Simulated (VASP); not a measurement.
# In2TeO2 (P4/mmm) in VASP: a series of runs

The runs below take In2TeO2 through single point, with PBE.

Everything below comes from runs of VASP 6.6.1. Logs are shortened: lines on timing, memory, paths and dates and some standing lists are left out, and cuts for length are marked.

## (1) The cell of the first run

Symmetry: P4/mmm, No. 123, tetragonal system. Conventional cell: a = 4.109 Å, b = 4.109 Å, c = 6.678 Å, α = 90.00°, β = 90.00°, γ = 90.00°. Within 3.8 Å of In (site symmetry 4/mmm) lie 4 Te at 2.91 Å and 2 In at 3.34 Å and 8 O at 3.53 Å. Within 4.2 Å of In (site symmetry 4/mmm) lie 8 O at 3.19 Å and 6 In at 3.34 to 4.11 Å. Within 2.7 Å of Te (site symmetry 4/mmm) lie 2 O at 2.01 Å. Within 2.7 Å of O (site symmetry 4mm) lie 1 Te at 2.01 Å and 1 O at 2.65 Å.

The cell was built from a structure type or drawn by symmetry, and may not be a known phase.

## (2) Single point, PBE

The input, INCAR:

```
SYSTEM = In2TeO2
  PREC = Accurate
  ENCUT = 520
  EDIFF = 1E-6
  ISMEAR = 0
  SIGMA = 0.1
  LREAL = .False.
  LASPH = .True.
  NELM = 80
  ALGO = Normal
  ISIF = 2
  LWAVE = .False.
  LCHARG = .True.
  GGA = PE
  LELF = .True.
  LVHAR = .True.
  NBANDS = 30
```

The input, KPOINTS:

```
Automatic mesh
0
Gamma
  4 4 4
  0 0 0
```

The input, POSCAR:

```
In2TeO2
1.0
    4.1094078608      0.0000000000      0.0000000000
    0.0000000000      4.1094078608      0.0000000000
    0.0000000000      0.0000000000      6.6777533879
In Te O
2 1 2
Direct
    0.0000000000      0.0000000000      0.5000000000
    0.0000000000      0.0000000000      0.0000000000
    0.5000000000      0.5000000000      0.5000000000
    0.5000000000      0.5000000000      0.8013007929
    0.5000000000      0.5000000000      0.1986992071
```

Potentials or basis: VASP PAW PBE potentials, release 64 (In_d, Te, O).

Run with:

```bash
cat potpaw_PBE.64/In_d/POTCAR potpaw_PBE.64/Te/POTCAR potpaw_PBE.64/O/POTCAR > POTCAR
mpirun -np 1 vasp_std > vasp.out
```

OUTCAR:

```text
SYSTEM = In2TeO2
   PREC = Accurate
   ENCUT = 520
   EDIFF = 1E-6
   ISMEAR = 0
   LREAL = .False.
   LASPH = .True.
   NELM = 80
   ISIF = 2
   GGA = PE

 ion  position               nearest neighbor table
   1  0.000  0.000  0.500-   3 2.91   3 2.91   3 2.91   3 2.91   2 3.34   2 3.34
   2  0.000  0.000  0.000-   1 3.34   1 3.34
   3  0.500  0.500  0.500-   4 2.01   5 2.01   1 2.91   1 2.91   1 2.91   1 2.91
   4  0.500  0.500  0.801-   3 2.01
   5  0.500  0.500  0.199-   3 2.01

  LATTYP: Found a simple tetragonal cell.
 ALAT       =     4.1094078608
 C/A-ratio  =     1.6249916324

  Lattice vectors:

 A1 = (   4.1094078608,   0.0000000000,   0.0000000000)
 A2 = (   0.0000000000,   4.1094078608,   0.0000000000)
 A3 = (   0.0000000000,   0.0000000000,   6.6777533879)

Analysis of symmetry for initial positions (statically):
=====================================================================
 Subroutine PRICEL returns:
 Original cell was already a primitive cell.

 Routine SETGRP: Setting up the symmetry group for a
 simple tetragonal supercell.

 Subroutine GETGRP returns: Found 16 space group operations
 (whereof 16 operations were pure point group operations)
 out of a pool of 16 trial point group operations.

The static configuration has the point symmetry D_4h.

Analysis of symmetry for dynamics (positions and initial velocities):
=====================================================================
 Subroutine PRICEL returns:
 Original cell was already a primitive cell.

 Routine SETGRP: Setting up the symmetry group for a
 simple tetragonal supercell.

 Subroutine GETGRP returns: Found 16 space group operations
 (whereof 16 operations were pure point group operations)
 out of a pool of 16 trial point group operations.

The dynamic configuration has the point symmetry D_4h.

 Subroutine INISYM returns: Found 16 space group operations
 (whereof 16 operations are pure point group operations),
 and found     1 'primitive' translations

----------------------------------------------------------------------------------------

                                     Primitive cell

  volume of cell :     112.7688

  direct lattice vectors                    reciprocal lattice vectors
     4.109407861  0.000000000  0.000000000     0.243344062  0.000000000  0.000000000
     0.000000000  4.109407861  0.000000000     0.000000000  0.243344062  0.000000000
     0.000000000  0.000000000  6.677753388     0.000000000  0.000000000  0.149750963

  length of vectors
     4.109407861  4.109407861  6.677753388     0.243344062  0.243344062  0.149750963

  position of ions in fractional coordinates (direct lattice)
     0.000000000  0.000000000  0.500000000
     0.000000000  0.000000000  0.000000000
     0.500000000  0.500000000  0.500000000
     0.500000000  0.500000000  0.801300793
     0.500000000  0.500000000  0.198699207

  ion indices of the primitive-cell ions
   primitive index   ion index
                 1           1
                 2           2
                 3           3
                 4           4
                 5           5

----------------------------------------------------------------------------------------

 KPOINTS: Automatic mesh

Automatic generation of k-mesh.
 Grid dimensions read from file:
 generate k-points for:    4    4    4

 Generating k-lattice:

  Cartesian coordinates                     Fractional coordinates (reciprocal lattice)
     0.060836015  0.000000000  0.000000000     0.250000000  0.000000000  0.000000000
     0.000000000  0.060836015  0.000000000     0.000000000  0.250000000  0.000000000
     0.000000000  0.000000000  0.037437741     0.000000000  0.000000000  0.250000000

  Length of vectors
     0.060836015  0.060836015  0.037437741

  Shift w.r.t. Gamma in fractional coordinates (k-lattice)
     0.000000000  0.000000000  0.000000000

 Subroutine IBZKPT returns following result:
 ===========================================

 Found     18 irreducible k-points:

 Following reciprocal coordinates:
            Coordinates               Weight
  0.000000  0.000000  0.000000      1.000000
  0.250000  0.000000  0.000000      4.000000
  0.500000  0.000000  0.000000      2.000000
  0.250000  0.250000  0.000000      4.000000
  0.500000  0.250000  0.000000      4.000000
  0.500000  0.500000  0.000000      1.000000
[... 10 lines left out ...]
  0.500000  0.250000  0.500000      4.000000
  0.500000  0.500000  0.500000      1.000000
   k-points           NKPTS =     18   k-points in BZ     NKDIM =     18   number of bands    NBANDS=     30
   number of dos      NEDOS =    301   number of ions     NIONS =      5
   total plane-waves  NPLWV =  51200
   dimension x,y,z NGX =    32 NGY =   32 NGZ =   50
   dimension x,y,z NGXF=    64 NGYF=   64 NGZF=  100
   ions per type =               2   1   2
   NGX,Y,Z   is equivalent  to a cutoff of  12.95, 12.95, 12.45 a.u.
   NGXF,Y,Z  is equivalent  to a cutoff of  25.89, 25.89, 24.90 a.u.
 SYSTEM =  In2TeO2
   PREC   = accura    normal or accurate (medium, high low for compatibility)
   ISTART =      0    job   : 0-new  1-cont  2-samecut
   ICHARG =      2    charge: 1-file 2-atom 10-const
   ISPIN  =      1    spin polarized calculation?
   LNONCOLLINEAR =      F non collinear calculations
   LSORBIT =      F    spin-orbit coupling
   LASPH  =      T    aspherical Exc in radial PAW
   ENCUT  =  520.0 eV  38.22 Ry    6.18 a.u.   7.64  7.64 12.42*2*pi/ulx,y,z
   NELM   =     80;   NELMIN=  2; NELMDL= -5     # of ELM steps
   EDIFF  = 0.1E-05   stopping-criterion for ELM
   LREAL  =      F    real-space projection
   EDIFFG = 0.1E-04   stopping-criterion for IOM
   NSW    =      0    number of steps for IOM
   IBRION =     -1    ionic relax: 0-MD 1-quasi-New 2-CG
   NFREE  =      0    steps in history (QN), initial steepest desc. (CG)
   ISIF   =      2    stress and relaxation
   ISYM   =      2    0-nonsym 1-usesym 2-fastsym
   POTIM  = 0.5000    time-step for ionic-motion
   TEBEG  =    0.0;   TEEND  =   0.0 temperature during run
   PSTRESS=    0.0 pullay stress
   NELECT =      44.0000    total number of electrons
   NUPDOWN=      -1.0000    fix difference up-down
   EMIN   =  10.00;   EMAX   =-10.00  energy-range for DOS
   EFERMI =   0.00;   METHOD = LEGACY
   ISMEAR =     0;   SIGMA  =   0.10  broadening in eV -4-tet -1-fermi 0-gaus
   EFERMI_NEDOS =   21; number of points for ismear=-14 and -15
   IALGO  =     38    algorithm
   IMIX   =      4    mixing-type and parameters
     AMIX     =   0.40;   BMIX     =  1.00
     AMIX_MAG =   1.60;   BMIX_MAG =  1.00
  volume/ion in A,a.u.               =      22.55       152.20
  Fermi-wavevector in a.u.,A,eV,Ry     =   1.196271  2.260624 19.470799  1.431063
  Thomas-Fermi vector in A             =   2.332215
   LORBIT       =      0    0 simple, 1 ext, 2 COOP (PROOUT), +10 PAW based schemes
   GGA     = PE    functional components
   LHFCALC =     F    Hartree Fock is set to
   AEXX    =    0.0000 exact exchange contribution
   IVDW    =     0    specifies the selected vdW correction
   LEPSILON=     F    determine dielectric tensor
   LRPA    =     F    only Hartree local field effects (RPA)
 non-spin polarized calculation
 Gauss-broadening in eV      SIGMA  =   0.10
  energy-cutoff  :      520.00
  volume of cell :      112.77
 maximum number of plane-waves:      3068
 NGX is ok and might be reduce to    32
   NGX = 15   NGY = 15   NGZ = 25

 number of electron      44.0000001 magnetization

 Free energy of the ion-electron system (eV)
  ---------------------------------------------------
  ext. energy  EPLUGINS =         0.00000000
  ---------------------------------------------------
  free energy    TOTEN  =       -18.74984491 eV

  energy without entropy =      -18.73675768  energy(sigma->0) =      -18.74330129

 E-fermi :   4.8064     XC(G=0):  -9.3780

 val. band max:        4.7820990258   @ k =   0.2500   0.0000   0.2500
 cond. band min:       4.8133667140   @ k =   0.0000   0.0000   0.2500
 fundamental gap:      0.0312676881
 Fermi energy:         4.8064369133

 k-point     1 :       0.0000    0.0000    0.0000
  band No.  band energies     occupation
      1     -12.7878      2.00000
      2     -12.1305      2.00000
      3     -10.1031      2.00000
      4      -9.9341      2.00000
      5      -9.9237      2.00000
      6      -9.9237      2.00000
[... 22 lines left out ...]
     29      12.6495      0.00000
     30      12.6495      0.00000

 k-point     2 :       0.2500    0.0000    0.0000
  band No.  band energies     occupation
      1     -12.7379      2.00000
      2     -12.1238      2.00000
      3     -10.0774      2.00000
      4      -9.9709      2.00000
      5      -9.9271      2.00000
      6      -9.9228      2.00000
[... 22 lines left out ...]
     29      11.1617      0.00000
     30      11.3655      0.00000

 k-point     3 :       0.5000    0.0000    0.0000
  band No.  band energies     occupation
      1     -12.6871      2.00000
      2     -12.1169      2.00000
      3     -10.0560      2.00000
      4     -10.0070      2.00000
      5      -9.9304      2.00000
      6      -9.9219      2.00000
[... 22 lines left out ...]
     29      10.7542      0.00000
     30      12.0728      0.00000

 k-point     4 :       0.2500    0.2500    0.0000
  band No.  band energies     occupation
      1     -12.7118      2.00000
      2     -12.1107      2.00000
      3     -10.0534      2.00000
      4     -10.0065      2.00000
      5      -9.9323      2.00000
      6      -9.9262      2.00000
[... 418 lines left out ...]
     29      11.0194      0.00000
     30      11.3709      0.00000

 k-point    17 :       0.5000    0.2500    0.5000
  band No.  band energies     occupation
      1     -12.5216      2.00000
      2     -12.3066      2.00000
      3     -10.0301      2.00000
      4     -10.0032      2.00000
      5      -9.9331      2.00000
      6      -9.9274      2.00000
[... 22 lines left out ...]
     29      10.4620      0.00000
     30      12.1166      0.00000

 k-point    18 :       0.5000    0.5000    0.5000
  band No.  band energies     occupation
      1     -12.5191      2.00000
      2     -12.2940      2.00000
      3     -10.0498      2.00000
      4      -9.9816      2.00000
      5      -9.9365      2.00000
      6      -9.9365      2.00000
[... 22 lines left out ...]
     29      12.0110      0.00000
     30      12.0110      0.00000

------------------------ aborting loop because EDIFF is reached ----------------------------------------

  FORCE on cell =-STRESS in cart. coord.  units (eV):
  Direction    XX          YY          ZZ          XY          YZ          ZX
  --------------------------------------------------------------------------------------
  -------------------------------------------------------------------------------------
  Total       -0.0326437     -0.0326437      0.0702397      0.0000000      0.0000000     -0.0000000
  in kB       -0.4637897     -0.4637897      0.9979397      0.0000000      0.0000000     -0.0000000
  external PRESSURE =       0.0234535 kB  Pullay stress =       0.0000000 kB

 VOLUME and BASIS-vectors are now :
 -----------------------------------------------------------------------------
  energy-cutoff  :      520.00
  volume of cell :      112.77
      direct lattice vectors                 reciprocal lattice vectors
     4.109407861  0.000000000  0.000000000     0.243344062  0.000000000  0.000000000
     0.000000000  4.109407861  0.000000000     0.000000000  0.243344062  0.000000000
     0.000000000  0.000000000  6.677753388     0.000000000  0.000000000  0.149750963

 POSITION                                       TOTAL-FORCE (eV/Angst)
 -----------------------------------------------------------------------------------
      0.00000      0.00000      3.33888         0.000000     -0.000000      0.000000
      0.00000      0.00000      0.00000         0.000000     -0.000000      0.000000
      2.05470      2.05470      3.33888         0.000000     -0.000000      0.000000
      2.05470      2.05470      5.35089         0.000000     -0.000000      0.014873
      2.05470      2.05470      1.32686         0.000000      0.000000     -0.014873
 -----------------------------------------------------------------------------------
    total drift:                                0.000000     -0.000000      0.000000

  FREE ENERGIE OF THE ION-ELECTRON SYSTEM (eV)
  ---------------------------------------------------
  free  energy   TOTEN  =       -18.7498449081 eV

  energy  without entropy=      -18.7367576785  energy(sigma->0) =      -18.74330129
```

It took 90 s on 1 thread of Intel Xeon 8259CL, shared host; peak memory 0.25 GiB.

What came out:

```
Free energy            : -18.7498 eV
Pressure               : 0.0 GPa
Largest force          : 0.015 eV/Å
Band gap on the k mesh : zero (bands 22 and 23 overlap by 1.91 eV)
```

Forces in eV/Å, atoms in the order of the input:
```
In   0.000  0.000  0.000
In   0.000  0.000  0.000
Te   0.000  0.000  0.000
O    0.000  0.000  0.015
O    0.000  0.000 -0.015
```

Stress tensor (GPa, compression positive):
```
-0.05  0.00  0.00
 0.00 -0.05  0.00
 0.00  0.00  0.10
```

Levels at points of the mesh, in eV from the Fermi level:
| k point | band 18 | band 19 | band 20 | band 21 | band 22 | band 23 | band 24 | band 25 | band 26 | band 27 |
| --- | --- | --- | --- | --- | --- | --- | --- | --- | --- | --- |
| (0.00, 0.00, 0.00) | -1.86 | -1.56 | -1.56 | -0.73 | -0.47 | -0.47 | -0.26 | 3.90 | 5.43 | 5.43 |
| (0.50, 0.00, 0.00) | -2.76 | -2.15 | -1.52 | -0.92 | 0.47 | 1.16 | 2.24 | 2.41 | 3.05 | 3.34 |
| (0.50, 0.50, 0.00) | -1.98 | -1.98 | -1.74 | -1.60 | -1.60 | -1.25 | 0.25 | 3.50 | 3.50 | 6.22 |
| (0.00, 0.00, 0.50) | -3.60 | -1.98 | -1.98 | -0.14 | -0.14 | 0.60 | 2.41 | 3.62 | 3.97 | 5.84 |
| (0.50, 0.00, 0.50) | -1.79 | -1.43 | -0.73 | -0.63 | 0.66 | 1.42 | 1.62 | 2.56 | 2.81 | 2.89 |
| (0.50, 0.50, 0.50) | -3.07 | -2.73 | -2.73 | -0.86 | -0.86 | 0.06 | 3.62 | 3.62 | 3.80 | 4.16 |

Caveat: the k points lie up to 0.38 Å⁻¹ apart, too coarse for converged energies and pressures of a metal; spin-orbit coupling is left out, which moves the levels of the heavy elements.

## (3) Single point, PBE

This run uses another cell than the first one, of 22.72 Å³/atom.

The input, INCAR:

```
SYSTEM = In2TeO2
ALGO = Normal ; EDIFF = 1E-6
ENCUT = 520 ; GGA = PE
ISIF = 2 ; ISMEAR = 0
LASPH = .TRUE. ; LCHARG = .FALSE.
LREAL = .FALSE. ; LWAVE = .FALSE.
NBANDS = 30 ; NELM = 80
PREC = Accurate ; SIGMA = 0.1
```

The input, KPOINTS:

```
k-points
0
G
  4 4 4
  0 0 0
```

The input, POSCAR:

```
In2TeO2
1.0
    4.8402189100      0.0000000000      0.0000000000
    0.0000000000      4.8402189100      0.0000000000
    0.0000000000      0.0000000000      4.8488768400
In Te O
2 1 2
Direct
    0.0000000000      0.0000000000      0.5000000000
    0.0000000000      0.0000000000      0.0000000000
    0.5000000000      0.5000000000      0.5000000000
    0.5000000000      0.5000000000      0.8508078800
    0.5000000000      0.5000000000      0.1491921200
```

Potentials or basis: VASP PAW PBE potentials, release 64 (In_d, Te, O).

Run with:

```bash
cat potpaw_PBE.64/In_d/POTCAR potpaw_PBE.64/Te/POTCAR potpaw_PBE.64/O/POTCAR > POTCAR
mpirun -np 1 vasp_std > vasp.out
```

Wall time 1.8 min (1 thread of Intel Xeon 8259CL, shared host); peak memory 0.24 GiB.

It converged, with:

| Property | Result |
| --- | --- |
| Free energy | -11.5049 eV |
| Pressure | 30.6 GPa |
| Largest force | 7.527 eV/Å |
| Band gap on the k mesh | zero (bands 22 and 23 overlap by 1.05 eV) |

Forces in eV/Å, atoms in the order of the input:
```
In   0.000  0.000  0.000
In   0.000  0.000  0.000
Te   0.000  0.000  0.000
O    0.000  0.000  7.527
O    0.000  0.000 -7.527
```

Stress tensor (GPa, compression positive):
```
-1.53  0.00  0.00
 0.00 -1.53  0.00
 0.00  0.00 94.95
```

Levels at points of the mesh, in eV from the Fermi level:
```
           k point  band 19  band 20  band 21  band 22  band 23  band 24  band 25  band 26
(0.00, 0.00, 0.00)    -3.14    -1.81    -1.59    -1.59     0.03     0.85     1.37     1.37
(0.50, 0.00, 0.00)    -3.14    -1.76    -1.22    -0.75    -0.63    -0.35    -0.03     2.05
(0.50, 0.50, 0.00)    -3.20    -2.64    -2.64    -1.40    -0.02     0.77     1.05     1.05
(0.00, 0.00, 0.50)    -5.41    -5.32     0.05     0.05     2.33     2.33     3.41     3.81
(0.50, 0.00, 0.50)    -5.25    -4.07     0.01     0.30     0.80     0.87     1.39     2.02
(0.50, 0.50, 0.50)    -5.85    -5.85    -0.83    -0.83     0.99     0.99     3.78     4.76
```

Caveat: the cell stands under pressure; spin-orbit coupling is left out, which moves the levels of the heavy elements; forces of over 1 eV/Å act on the atoms, so gaps and moduli don't describe the material at rest.
